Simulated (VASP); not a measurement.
Runs of VASP 6.6.1 on Zr3H. The structure is that of space group Pm-3m (No. 221), or close to it. The cells are those of the table. 

```csv
task,cell,k mesh,cutoff (eV),gap on the mesh (eV),pressure (GPa)
single point,"a = 4.251 Å, 4 atoms",4 × 4 × 4,520,none,0.2
relaxation of cell and atoms,"relaxed from a = 3.943 Å, 4 atoms",4 × 4 × 4,600,none,0.2
single point,"a = 3.943 Å, 4 atoms",4 × 4 × 4,520,none,24.3
single point,"a = 4.242 Å, 4 atoms",12 × 12 × 12,520,none,(a)
```

Alike in all rows: level PBE; potentials or basis VASP PAW PBE potentials, release 64 (Zr_sv, H); no spin polarisation; smearing gaussian 0.1 eV.

Problem. Estimate the missing entries.

Solution. (a) 0.0.

Caveats: some runs use coarse meshes.

A k mesh can miss the band edges, and the runs leave out spin-orbit coupling on Zr.

A gap of «none» marks levels without a gap at the run's occupations.
